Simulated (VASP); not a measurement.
# NbN in VASP: relaxation of the atoms with PBEsol

Aim: the relaxation of the atoms of NbN with PBEsol.

All numbers are computed with VASP 6.6.1; they aren't measurements. Logs are shortened: lines on timing, memory, paths and dates and some standing lists are left out, and cuts for length are marked.

### 1 The cell of the first run

The cell holds a slab with vacuum, 6 atoms: a = 3.097 Å, b = 3.097 Å, c = 23.323 Å, α = 90.00°, β = 90.00°, γ = 120.00°.

### 2 Relaxation of the atoms, PBEsol

INCAR reads:

```
SYSTEM = NbN
PREC = Accurate
ENCUT = 520
EDIFF = 1E-6
ISMEAR = 0
SIGMA = 0.1
LREAL = .FALSE.
LASPH = .TRUE.
NELM = 60
ALGO = Normal
ISIF = 2
LWAVE = .FALSE.
LCHARG = .FALSE.
LDIPOL = .TRUE.
IDIPOL = 3
DIPOL = 0.5 0.5 0.500
GGA = PS
IBRION = 2
NSW = 90
EDIFFG = -0.03
```

KPOINTS reads:

```
Automatic mesh
0
G
  9 9 1
  0 0 0
```

POSCAR reads:

```
NbN
1.0
    3.0974787981      0.0000000000      0.0000000000
   -1.5487393991      2.6824953268      0.0000000000
    0.0000000000      0.0000000000     23.3227021204
Nb N
3 3
Selective dynamics
Direct
    0.3333333333      0.6666666667      0.3644517670  F F F
    0.0000000000      0.0000000000      0.4728903534  F F F
    0.6666666667      0.3333333333      0.5813289398  T T T
    0.6666666667      0.3333333333      0.4186710602  F F F
    0.3333333333      0.6666666667      0.5271096466  T T T
    0.0000000000      0.0000000000      0.6355482330  T T T
```

Potentials or basis: VASP PAW PBE potentials, release 64 (Nb_sv, N).

Launch:

```sh
$ cat potpaw_PBE.64/Nb_sv/POTCAR potpaw_PBE.64/N/POTCAR > POTCAR
$ mpirun -np 1 vasp_std > vasp.out
```

OUTCAR:

```text
SYSTEM = NbN
   PREC = Accurate
   ENCUT = 520
   EDIFF = 1E-6
   ISMEAR = 0
   LREAL = .FALSE.
   LASPH = .TRUE.
   NELM = 60
   ISIF = 2
   GGA = PS
   IBRION = 2
   NSW = 90
   EDIFFG = -0.03

 ion  position               nearest neighbor table
   1  0.333  0.667  0.364-   4 2.19   4 2.19   4 2.19
   2  0.000  0.000  0.473-   4 2.19   5 2.19   4 2.19   5 2.19   4 2.19   5 2.19
   3  0.667  0.333  0.581-   5 2.19   5 2.19   6 2.19   6 2.19   6 2.19   5 2.19
   4  0.667  0.333  0.419-   1 2.19   1 2.19   2 2.19   2 2.19   2 2.19   1 2.19
   5  0.333  0.667  0.527-   3 2.19   3 2.19   2 2.19   2 2.19   2 2.19   3 2.19
   6  0.000  0.000  0.636-   3 2.19   3 2.19   3 2.19

  LATTYP: Found a hexagonal cell.
 ALAT       =     3.0974787981
 C/A-ratio  =     7.5295760328

  Lattice vectors:

 A1 = (   3.0974787981,   0.0000000000,   0.0000000000)
 A2 = (  -1.5487393991,   2.6824953268,   0.0000000000)
 A3 = (   0.0000000000,   0.0000000000,  23.3227021204)

Analysis of symmetry for initial positions (statically):
=====================================================================
 Subroutine PRICEL returns:
 Original cell was already a primitive cell.

 Routine SETGRP: Setting up the symmetry group for a
 hexagonal supercell.

 Subroutine GETGRP returns: Found  6 space group operations
 (whereof  6 operations were pure point group operations)
 out of a pool of 24 trial point group operations.

The static configuration has the point symmetry C_3v.

Analysis of symmetry for dynamics (positions and initial velocities):
=====================================================================
 Subroutine PRICEL returns:
 Original cell was already a primitive cell.

 Routine SETGRP: Setting up the symmetry group for a
 hexagonal supercell.

 Subroutine GETGRP returns: Found  6 space group operations
 (whereof  6 operations were pure point group operations)
 out of a pool of 24 trial point group operations.

The dynamic configuration has the point symmetry C_3v.

Analysis of constrained symmetry for selective dynamics:
=====================================================================
[... 146 lines left out ...]

 number of electron      54.0000000 magnetization

 Free energy of the ion-electron system (eV)
  ---------------------------------------------------
  ext. energy  EPLUGINS =         0.00000000
  ---------------------------------------------------
  free energy    TOTEN  =       -61.87811458 eV

  energy without entropy =      -61.85069182  energy(sigma->0) =      -61.86440320

------------------------ aborting loop because EDIFF is reached ----------------------------------------

  FORCE on cell =-STRESS in cart. coord.  units (eV):
  Direction    XX          YY          ZZ          XY          YZ          ZX
  --------------------------------------------------------------------------------------
  -------------------------------------------------------------------------------------
  Total       -5.0879015     -5.0879015     -5.9994621      0.0000000      0.0000000     -0.0000000
  in kB      -42.0652133    -42.0652133    -49.6017176      0.0000000      0.0000000     -0.0000000
  external PRESSURE =     -44.5773814 kB  Pullay stress =       0.0000000 kB
[... 21 lines left out ...]
  FREE ENERGIE OF THE ION-ELECTRON SYSTEM (eV)
  ---------------------------------------------------
  free  energy   TOTEN  =       -61.8781145808 eV

  energy  without entropy=      -61.8506918207  energy(sigma->0) =      -61.86440320

 dipolmoment           0.000000      0.000000     -0.240533 electrons x Angstroem

--------------------------------------- Ionic step        2  -------------------------------------------

 number of electron      54.0000002 magnetization

------------------------ aborting loop because EDIFF is reached ----------------------------------------

 vacuum level on the upper side and lower side of the slab       (xc-potential included)        -0.055        -0.303

  FORCE on cell =-STRESS in cart. coord.  units (eV):
  Direction    XX          YY          ZZ          XY          YZ          ZX
  --------------------------------------------------------------------------------------
  -------------------------------------------------------------------------------------
  Total       -1.0654815     -1.0654815     -3.3458875      0.0000000      0.0000000      0.0000000
  in kB       -8.8090755     -8.8090755    -27.6627741      0.0000000      0.0000000      0.0000000
  external PRESSURE =     -15.0936417 kB  Pullay stress =       0.0000000 kB
[... 267 lines left out ...]
--------------------------------------- Ionic step        9  -------------------------------------------

 number of electron      54.0000001 magnetization

 dipolmoment           0.000000      0.000000      0.037103 electrons x Angstroem

 Free energy of the ion-electron system (eV)
  ---------------------------------------------------
  ext. energy  EPLUGINS =         0.00000000
  ---------------------------------------------------
  free energy    TOTEN  =       -62.78971691 eV

  energy without entropy =      -62.75052589  energy(sigma->0) =      -62.77012140

 E-fermi :   0.8941     XC(G=0):  -5.3069

 val. band max:        0.8512747154   @ k =   0.1111   0.1111   0.0000
 cond. band min:       0.9028946014   @ k =   0.4444  -0.0000   0.0000
 fundamental gap:      0.0516198860
 Fermi energy:         0.8941358939

 k-point     1 :       0.0000    0.0000    0.0000
  band No.  band energies     occupation
      1     -55.3152      2.00000
      2     -55.2449      2.00000
      3     -54.5657      2.00000
      4     -31.8030      2.00000
      5     -31.3561      2.00000
      6     -31.1126      2.00000
[... 409 lines left out ...]
     31       2.2928      0.00000
     32       3.0273      0.00000

------------------------ aborting loop because EDIFF is reached ----------------------------------------

 vacuum level on the upper side and lower side of the slab       (xc-potential included)         0.386        -0.404

  FORCE on cell =-STRESS in cart. coord.  units (eV):
  Direction    XX          YY          ZZ          XY          YZ          ZX
  --------------------------------------------------------------------------------------
  -------------------------------------------------------------------------------------
  Total       -2.1015766     -2.1015766     -1.7483864      0.0000000      0.0000000     -0.0000000
  in kB      -17.3751922    -17.3751922    -14.4551236      0.0000000      0.0000000     -0.0000000
  external PRESSURE =     -16.4018360 kB  Pullay stress =       0.0000000 kB
[... 21 lines left out ...]
  FREE ENERGIE OF THE ION-ELECTRON SYSTEM (eV)
  ---------------------------------------------------
  free  energy   TOTEN  =       -62.7897169095 eV

  energy  without entropy=      -62.7505258945  energy(sigma->0) =      -62.77012140

 reached required accuracy - stopping structural energy minimisation

 vacuum level on the upper side and lower side of the slab         6.605         5.797
```

OSZICAR:

```text
N       E                     dE             d eps       ncg     rms          rms(c)
DAV:   1     0.616634966535E+03    0.61663E+03   -0.29672E+04   936   0.154E+03
[... 137 lines left out ...]
DAV:   2    -0.627996093868E+02   -0.17318E-01   -0.19283E-01  1104   0.243E+00    0.423E-01
DAV:   3    -0.627904192761E+02    0.91901E-02   -0.95193E-02  1160   0.118E+00    0.193E-01
DAV:   4    -0.627898764674E+02    0.54281E-03   -0.55311E-03  1144   0.368E-01    0.123E-01
DAV:   5    -0.627898112065E+02    0.65261E-04   -0.15983E-03  1144   0.252E-01    0.756E-02
DAV:   6    -0.627897833287E+02    0.27878E-04   -0.19731E-03  1200   0.270E-01    0.540E-02
DAV:   7    -0.627897162562E+02    0.67072E-04   -0.63049E-04  1224   0.172E-01    0.148E-02
DAV:   8    -0.627897168311E+02   -0.57495E-06   -0.36876E-05  1208   0.423E-02    0.761E-03
DAV:   9    -0.627897169095E+02   -0.78358E-07   -0.58894E-06   888   0.167E-02
   9 F= -.62789717E+02 E0= -.62770121E+02  d E =-.590271E-02
```

It took 9.9 min on 1 thread of Intel Xeon Platinum 8375C at 2.90GHz (Ice Lake), shared host; peak memory 0.35 GiB.

What came out:

- Free energy: -62.7897 eV
- Energy gained by relaxing: 151.9 meV/atom
- Ionic steps: 9
- Band gap on the k mesh: zero (bands 27 and 28 overlap by 0.84 eV)

The path:
```
step  energy change (eV)  largest force on free atoms (eV/Å)  pressure (GPa)
   1              0.0000                              5.0086           -4.46
   2             -0.8017                              1.9341           -1.51
   3             -0.8799                              0.3978           -2.60
   4             -0.8944                              0.2934           -2.42
   5             -0.9013                              0.2579           -2.13
   6             -0.9053                              0.2373           -2.10
   7             -0.9057                              0.2521           -2.08
   8             -0.9090                              0.1605           -1.92
   9             -0.9116                              0.0247           -1.64
```

Final structure:
```
Nb N
1.0
     3.09748    0.00000    0.00000
    -1.54874    2.68250    0.00000
     0.00000    0.00000   23.32270
Nb N
3 3
Direct
  0.33333 0.66667 0.36445
  0.00000 0.00000 0.47289
  0.66667 0.33333 0.58621
  0.66667 0.33333 0.41867
  0.33333 0.66667 0.52630
  0.00000 0.00000 0.62471
```

Caveat: the PAW data sets were made with another functional, which shifts forces and pressure a little.

The gap in the log of VASP goes by the Fermi energy; the results here count the filled bands.